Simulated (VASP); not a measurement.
# Sn (Im-3m) in VASP: further runs

Sn is run at these levels: revPBE; tasks: single point.

Program: VASP 6.6.1. These are calculated values, not measurements. Logs are shortened: lines on timing, memory, paths and dates and some standing lists are left out, and cuts for length are marked.

### 1 The cell of the first run

Symmetry: Im-3m, No. 229, cubic system. Conventional cell: a = 3.729 Å, b = 3.729 Å, c = 3.729 Å, α = 90.00°, β = 90.00°, γ = 90.00°. Within 4.2 Å of Sn (site symmetry m-3m) lie 14 Sn at 3.23 to 3.73 Å.

### 2 Single point, revPBE (volume scaled by 0.92)

INCAR reads:

```
SYSTEM = Sn
ALGO     = Normal         ! electronic algorithm
EDIFF    = 1E-6           ! SCF threshold, eV
ENCUT    = 520            ! plane-wave cutoff, eV
GGA      = RE             ! functional
ISIF     = 2              ! what is computed and relaxed
ISMEAR   = -1             ! smearing method
LASPH    = .True.         ! aspherical terms in the spheres
LCHARG   = .False.        ! write CHGCAR
LREAL    = .False.        ! projectors in reciprocal space
LWAVE    = .False.        ! write WAVECAR
NBANDS   = 13             ! bands
NELM     = 60             ! most SCF steps
PREC     = Accurate       ! precision mode
SIGMA    = 0.1            ! smearing width, eV
```

KPOINTS reads:

```
k-points
0
Gamma
  13 13 13
  0 0 0
```

POSCAR reads:

```
Sn
1.0
   -1.8644914022      1.8644914022      1.8644914022
    1.8644914022     -1.8644914022      1.8644914022
    1.8644914022      1.8644914022     -1.8644914022
Sn
1
Direct
    0.0000000000      0.0000000000      0.0000000000
```

Potentials or basis: VASP PAW PBE potentials, release 64 (Sn_d).

Launch:

```console
$ cat potpaw_PBE.64/Sn_d/POTCAR > POTCAR
$ mpirun -np 1 vasp_std > vasp.out
```

OUTCAR:

```text
SYSTEM = Sn
   EDIFF = 1E-6
   ENCUT = 520
   GGA = RE
   ISIF = 2
   ISMEAR = -1
   LASPH = .True.
   LREAL = .False.
   NELM = 60
   PREC = Accurate

 ion  position               nearest neighbor table
   1  0.000  0.000  0.000-

  LATTYP: Found a body centered cubic cell.
 ALAT       =     3.7289828044

  Lattice vectors:

 A1 = (  -1.8644914022,   1.8644914022,   1.8644914022)
 A2 = (   1.8644914022,  -1.8644914022,   1.8644914022)
 A3 = (   1.8644914022,   1.8644914022,  -1.8644914022)

Analysis of symmetry for initial positions (statically):
=====================================================================
 Subroutine PRICEL returns:
 Original cell was already a primitive cell.

 Routine SETGRP: Setting up the symmetry group for a
 body centered cubic supercell.

 Subroutine GETGRP returns: Found 48 space group operations
 (whereof 48 operations were pure point group operations)
 out of a pool of 48 trial point group operations.

The static configuration has the point symmetry O_h .

Analysis of symmetry for dynamics (positions and initial velocities):
=====================================================================
 Subroutine PRICEL returns:
 Original cell was already a primitive cell.

 Routine SETGRP: Setting up the symmetry group for a
 body centered cubic supercell.

 Subroutine GETGRP returns: Found 48 space group operations
 (whereof 48 operations were pure point group operations)
 out of a pool of 48 trial point group operations.

The dynamic configuration has the point symmetry O_h .

 Subroutine INISYM returns: Found 48 space group operations
 (whereof 48 operations are pure point group operations),
 and found     1 'primitive' translations

----------------------------------------------------------------------------------------

                                     Primitive cell

  volume of cell :      25.9263

  direct lattice vectors                    reciprocal lattice vectors
    -1.864491402  1.864491402  1.864491402     0.000000000  0.268169646  0.268169646
     1.864491402 -1.864491402  1.864491402     0.268169646  0.000000000  0.268169646
     1.864491402  1.864491402 -1.864491402     0.268169646  0.268169646  0.000000000

  length of vectors
     3.229393839  3.229393839  3.229393839     0.379249151  0.379249151  0.379249151

  position of ions in fractional coordinates (direct lattice)
     0.000000000  0.000000000  0.000000000
[... 81 lines left out ...]
   NFREE  =      0    steps in history (QN), initial steepest desc. (CG)
   ISIF   =      2    stress and relaxation
   ISYM   =      2    0-nonsym 1-usesym 2-fastsym
   POTIM  = 0.5000    time-step for ionic-motion
   TEBEG  =    0.0;   TEEND  =   0.0 temperature during run
   PSTRESS=    0.0 pullay stress
   NELECT =      14.0000    total number of electrons
   NUPDOWN=      -1.0000    fix difference up-down
   EMIN   =  10.00;   EMAX   =-10.00  energy-range for DOS
   EFERMI =   0.00;   METHOD = LEGACY
   ISMEAR =    -1;   SIGMA  =   0.10  broadening in eV -4-tet -1-fermi 0-gaus
   EFERMI_NEDOS =   21; number of points for ismear=-14 and -15
   IALGO  =     38    algorithm
   IMIX   =      4    mixing-type and parameters
     AMIX     =   0.40;   BMIX     =  1.00
     AMIX_MAG =   1.60;   BMIX_MAG =  1.00
  volume/ion in A,a.u.               =      25.93       174.96
  Fermi-wavevector in a.u.,A,eV,Ry     =   1.333124  2.519239 24.180531  1.777219
  Thomas-Fermi vector in A             =   2.462006
   LORBIT       =      0    0 simple, 1 ext, 2 COOP (PROOUT), +10 PAW based schemes
   GGA     = RE    functional components
   LHFCALC =     F    Hartree Fock is set to
   AEXX    =    0.0000 exact exchange contribution
   IVDW    =     0    specifies the selected vdW correction
   LEPSILON=     F    determine dielectric tensor
   LRPA    =     F    only Hartree local field effects (RPA)
 non-spin polarized calculation
  energy-cutoff  :      520.00
  volume of cell :       25.93
 maximum number of plane-waves:       713
   NGX = 13   NGY = 13   NGZ = 13

 number of electron      13.9999992 magnetization

 Free energy of the ion-electron system (eV)
  ---------------------------------------------------
  ext. energy  EPLUGINS =         0.00000000
  ---------------------------------------------------
  free energy    TOTEN  =        -3.44504787 eV

  energy without entropy =       -3.42334644  energy(sigma->0) =       -3.43419715

 E-fermi :   8.7399     XC(G=0): -10.5352

 val. band max:        8.7292354812   @ k =   0.2308   0.1538   0.0000
 cond. band min:       8.8237943050   @ k =  -0.3846  -0.4615   0.0769
 fundamental gap:      0.0945588238
 Fermi energy:         8.7399366116

 k-point     1 :       0.0000    0.0000    0.0000
  band No.  band energies     occupation
      1     -12.8836      2.00000
      2     -12.8836      2.00000
      3     -12.8836      2.00000
      4     -12.7254      2.00000
      5     -12.7254      2.00000
      6      -2.6689      2.00000
      7      17.2258      0.00000
      8      17.2258      0.00000
      9      17.2258      0.00000
     10      20.9363      0.00000
     11      20.9363      0.00000
     12      20.9363      0.00000
     13      21.8238      0.00000
[... 354 lines left out ...]
  band No.  band energies     occupation
      1     -12.9098      2.00000
      2     -12.8620      2.00000
      3     -12.7445      2.00000
      4     -12.7314      2.00000
      5     -12.7073      2.00000
      6      -0.2454      2.00000
      7       8.6745      1.31607
      8      11.9410      0.00000
      9      13.1313      0.00000
     10      19.6884      0.00000
     11      20.0639      0.00000
     12      22.3438      0.00000
     13      24.0046      0.00000

 [... further k-points ...]

------------------------ aborting loop because EDIFF is reached ----------------------------------------

  FORCE on cell =-STRESS in cart. coord.  units (eV):
  Direction    XX          YY          ZZ          XY          YZ          ZX
  --------------------------------------------------------------------------------------
  -------------------------------------------------------------------------------------
  Total        0.7710149      0.7710149      0.7710149      0.0000000     -0.0000000      0.0000000
  in kB       47.6466327     47.6466327     47.6466327      0.0000000     -0.0000000      0.0000000
  external PRESSURE =      47.6466327 kB  Pullay stress =       0.0000000 kB

 VOLUME and BASIS-vectors are now :
 -----------------------------------------------------------------------------
  energy-cutoff  :      520.00
  volume of cell :       25.93
      direct lattice vectors                 reciprocal lattice vectors
    -1.864491402  1.864491402  1.864491402     0.000000000  0.268169646  0.268169646
     1.864491402 -1.864491402  1.864491402     0.268169646  0.000000000  0.268169646
     1.864491402  1.864491402 -1.864491402     0.268169646  0.268169646  0.000000000

 POSITION                                       TOTAL-FORCE (eV/Angst)
 -----------------------------------------------------------------------------------
      0.00000      0.00000      0.00000        -0.000000      0.000000     -0.000000
 -----------------------------------------------------------------------------------
    total drift:                               -0.000000      0.000000      0.000000

  FREE ENERGIE OF THE ION-ELECTRON SYSTEM (eV)
  ---------------------------------------------------
  free  energy   TOTEN  =        -3.4450478686 eV

  energy  without entropy=       -3.4233464399  energy(sigma->0) =       -3.43419715
```

OSZICAR:

```text
N       E                     dE             d eps       ncg     rms          rms(c)
DAV:   1     0.817370650004E+02    0.81737E+02   -0.71048E+03  2273   0.164E+03
DAV:   2     0.215058138106E+01   -0.79586E+02   -0.76793E+02  2329   0.342E+02
DAV:   3    -0.334444475423E+01   -0.54950E+01   -0.54722E+01  2600   0.726E+01
DAV:   4    -0.345339204495E+01   -0.10895E+00   -0.10892E+00  2577   0.109E+01
DAV:   5    -0.345693494304E+01   -0.35429E-02   -0.35428E-02  2838   0.192E+00    0.148E+00
DAV:   6    -0.344816001279E+01    0.87749E-02   -0.90115E-03  2772   0.169E+00    0.834E-01
DAV:   7    -0.344513125770E+01    0.30288E-02   -0.66357E-03  2778   0.140E+00    0.101E-01
DAV:   8    -0.344504783203E+01    0.83426E-04   -0.72090E-04  2703   0.437E-01    0.245E-02
DAV:   9    -0.344504755014E+01    0.28189E-06   -0.12622E-05  2882   0.456E-02    0.159E-02
DAV:  10    -0.344504786856E+01   -0.31842E-06   -0.33575E-06  2704   0.244E-02
   1 F= -.34450479E+01 E0= -.34341972E+01  d E =-.217014E-01
```

It took 7.6 s on 1 thread of Intel Xeon Platinum 8559C (Emerald Rapids), shared host; peak memory 0.15 GiB.

Results:

```yaml
Free_energy: -3.4450 eV
Pressure: 4.8 GPa
Band_gap_on_the_k_mesh: zero (band 7 reaches 17.23 eV, above the bottom of band 8 at 6.25 eV)
```

Levels at points of the mesh, in eV from the Fermi level:
```
           k point  band 3  band 4  band 5  band 6  band 7  band 8  band 9  band 10  band 11  band 12
(0.00, 0.00, 0.00)  -21.62  -21.47  -21.47  -11.41    8.49    8.49    8.49    12.20    12.20    12.20
```

Caveat: the cell differs from its parent crystal (volume scaled by 0.92); the PAW data sets were made with another functional, which shifts forces and pressure a little; spin-orbit coupling is left out, which moves the levels of the heavy elements.

### 3 Single point, revPBE (volume scaled by 0.96)

INCAR reads:

```
PREC = Accurate
ENCUT = 520
EDIFF = 1E-6
ISMEAR = -1
SIGMA = 0.1
LREAL = F
LASPH = T
NELM = 100
ALGO = Normal
ISIF = 2
LWAVE = F
LCHARG = F
GGA = RE
NBANDS = 13
```

KPOINTS reads:

```
Automatic mesh
0
Gamma
  13 13 13
```

POSCAR reads:

```
Sn
1.0
   -1.8911305927      1.8911305927      1.8911305927
    1.8911305927     -1.8911305927      1.8911305927
    1.8911305927      1.8911305927     -1.8911305927
Sn
1
Direct
    0.0000000000      0.0000000000      0.0000000000
```

Potentials or basis: VASP PAW PBE potentials, release 64 (Sn_d).

Launch:

```console
$ cat potpaw_PBE.64/Sn_d/POTCAR > POTCAR
$ mpirun -np 1 vasp_std > vasp.out
```

Run time: 7.6 s. Hardware: 1 thread of Intel Xeon Platinum 8559C (Emerald Rapids), shared host; peak memory 0.15 GiB.

The run converged. Its results:

```
Free energy            : -3.4694 eV
Pressure               : 2.2 GPa
Band gap on the k mesh : zero (band 7 reaches 16.29 eV, above the bottom of band 8 at 5.86 eV)
```

Levels at points of the mesh, in eV from the Fermi level:
```csv
k point,band 5,band 6,band 7,band 8,band 9,band 10
"(0.00, 0.00, 0.00)",-21.45,-11.09,8.08,8.08,8.08,12.12
```

Caveat: the cell differs from its parent crystal (volume scaled by 0.96); the PAW data sets were made with another functional, which shifts forces and pressure a little; spin-orbit coupling is left out, which moves the levels of the heavy elements.

### 4 Single point, revPBE

This run uses another cell than the first one, of 28.18 Å³/atom, 1.087 times its volume.

INCAR reads:

```
SYSTEM = Sn
ALGO = Normal ; EDIFF = 1E-7
ENCUT = 520 ; GGA = RE
ISIF = 2 ; ISMEAR = -1
LASPH = .TRUE. ; LCHARG = .FALSE.
LREAL = .FALSE. ; LWAVE = .FALSE.
NBANDS = 13 ; NELM = 100
PREC = Accurate ; SIGMA = 0.1
```

KPOINTS reads:

```
k-points
0
G
  13 13 13
  0 0 0
```

POSCAR reads:

```
Sn
1.0
   -1.9170397108      1.9170397108      1.9170397108
    1.9170397108     -1.9170397108      1.9170397108
    1.9170397108      1.9170397108     -1.9170397108
Sn
1
Direct
    0.0000000000      0.0000000000      0.0000000000
```

Launch:

```console
$ cat potpaw_PBE.64/Sn_d/POTCAR > POTCAR
$ mpirun -np 1 vasp_std > vasp.out
```

Wall time 22 s (1 thread of Intel Xeon Platinum 8559C (Emerald Rapids), shared host); peak memory 0.17 GiB.

It converged, with:

```yaml
Free_energy: -3.4780 eV
Pressure: 0.2 GPa
Band_gap_on_the_k_mesh: zero (band 7 reaches 15.43 eV, above the bottom of band 8 at 5.51 eV)
```

Levels at points of the mesh, in eV from the Fermi level:
| k point | band 4 | band 5 | band 6 | band 7 | band 8 | band 9 | band 10 | band 11 |
| --- | --- | --- | --- | --- | --- | --- | --- | --- |
| (0.00, 0.00, 0.00) | -21.45 | -21.45 | -10.79 | 7.71 | 7.71 | 7.71 | 12.03 | 12.03 |

Caveat: the PAW data sets were made with another functional, which shifts forces and pressure a little; spin-orbit coupling is left out, which moves the levels of the heavy elements.

### 5 Single point, revPBE (volume scaled by 1.04)

INCAR reads:

```
SYSTEM = Sn
PREC = Accurate ; ENCUT = 520
EDIFF = 1E-7 ; ISMEAR = -1
SIGMA = 0.1 ; LREAL = .FALSE.
LASPH = .TRUE. ; NELM = 100
ALGO = Normal ; ISIF = 2
LWAVE = .FALSE. ; LCHARG = .FALSE.
GGA = RE ; NBANDS = 13
```

KPOINTS reads:

```
regular mesh
0
G
  13 13 13
  0 0 0
```

POSCAR reads:

```
Sn
1.0
   -1.9422668105      1.9422668105      1.9422668105
    1.9422668105     -1.9422668105      1.9422668105
    1.9422668105      1.9422668105     -1.9422668105
Sn
1
Direct
    0.0000000000      0.0000000000      0.0000000000
```

Potentials or basis: VASP PAW PBE potentials, release 64 (Sn_d).

Launch:

```console
$ cat potpaw_PBE.64/Sn_d/POTCAR > POTCAR
$ mpirun -np 1 vasp_std > vasp.out
```

OUTCAR:

```text
SYSTEM = Sn
   PREC = Accurate
   ENCUT = 520
   EDIFF = 1E-7
   ISMEAR = -1
   LREAL = .FALSE.
   LASPH = .TRUE.
   NELM = 100
   ISIF = 2
   GGA = RE

 ion  position               nearest neighbor table
   1  0.000  0.000  0.000-

  LATTYP: Found a body centered cubic cell.
 ALAT       =     3.8845336210

  Lattice vectors:

 A1 = (  -1.9422668105,   1.9422668105,   1.9422668105)
 A2 = (   1.9422668105,  -1.9422668105,   1.9422668105)
[... 563 lines left out ...]
     13      21.5757      0.00000

 [... further k-points ...]

------------------------ aborting loop because EDIFF is reached ----------------------------------------

  FORCE on cell =-STRESS in cart. coord.  units (eV):
  Direction    XX          YY          ZZ          XY          YZ          ZX
  --------------------------------------------------------------------------------------
  -------------------------------------------------------------------------------------
  Total       -0.2556551     -0.2556551     -0.2556551     -0.0000000     -0.0000000     -0.0000000
  in kB      -13.9758557    -13.9758557    -13.9758557     -0.0000000     -0.0000000     -0.0000000
  external PRESSURE =     -13.9758557 kB  Pullay stress =       0.0000000 kB

 VOLUME and BASIS-vectors are now :
 -----------------------------------------------------------------------------
  energy-cutoff  :      520.00
  volume of cell :       29.31
      direct lattice vectors                 reciprocal lattice vectors
    -1.942266811  1.942266811  1.942266811     0.000000000  0.257431161  0.257431161
     1.942266811 -1.942266811  1.942266811     0.257431161  0.000000000  0.257431161
     1.942266811  1.942266811 -1.942266811     0.257431161  0.257431161  0.000000000

 POSITION                                       TOTAL-FORCE (eV/Angst)
 -----------------------------------------------------------------------------------
      0.00000      0.00000      0.00000         0.000000     -0.000000      0.000000
 -----------------------------------------------------------------------------------
    total drift:                               -0.000000     -0.000000     -0.000000

  FREE ENERGIE OF THE ION-ELECTRON SYSTEM (eV)
  ---------------------------------------------------
  free  energy   TOTEN  =        -3.4739150828 eV

  energy  without entropy=       -3.4522594918  energy(sigma->0) =       -3.46308729
```

Wall time 19 s (1 thread of Intel Xeon Platinum 8559C (Emerald Rapids), shared host); peak memory 0.17 GiB.

Results:

```yaml
Free_energy: -3.4739 eV
Pressure: -1.4 GPa
Band_gap_on_the_k_mesh: zero (band 7 reaches 14.63 eV, above the bottom of band 8 at 5.18 eV)
```

Levels at points of the mesh, in eV from the Fermi level:
```csv
k point,band 4,band 5,band 6,band 7,band 8,band 9,band 10,band 11
"(0.00, 0.00, 0.00)",-21.45,-21.45,-10.53,7.36,7.36,7.36,11.94,11.94
```

Caveat: the cell differs from its parent crystal (volume scaled by 1.04); the PAW data sets were made with another functional, which shifts forces and pressure a little; spin-orbit coupling is left out, which moves the levels of the heavy elements.

### 6 The runs side by side

```csv
cell,gap on the mesh (eV),pressure (GPa)
"a = 3.229 Å, angles 109.5°, 1 atom",none,4.8
"a = 3.276 Å, angles 109.5°, 1 atom",none,2.2
"a = 3.320 Å, angles 109.5°, 1 atom",none,0.2
"a = 3.364 Å, angles 109.5°, 1 atom",none,-1.4
```

Alike in all rows: task single point; level revPBE; potentials or basis VASP PAW PBE potentials, release 64 (Sn_d); no spin polarisation; k mesh 13 × 13 × 13; cutoff (eV) 520; smearing fermi-dirac 0.1 eV.

Caveats: the PAW data sets were made with another functional, which shifts forces and pressure a little; spin-orbit coupling is left out, which moves the levels of the heavy elements.

Total energies depend on the potentials used, so only differences within one code and one set of settings carry meaning.
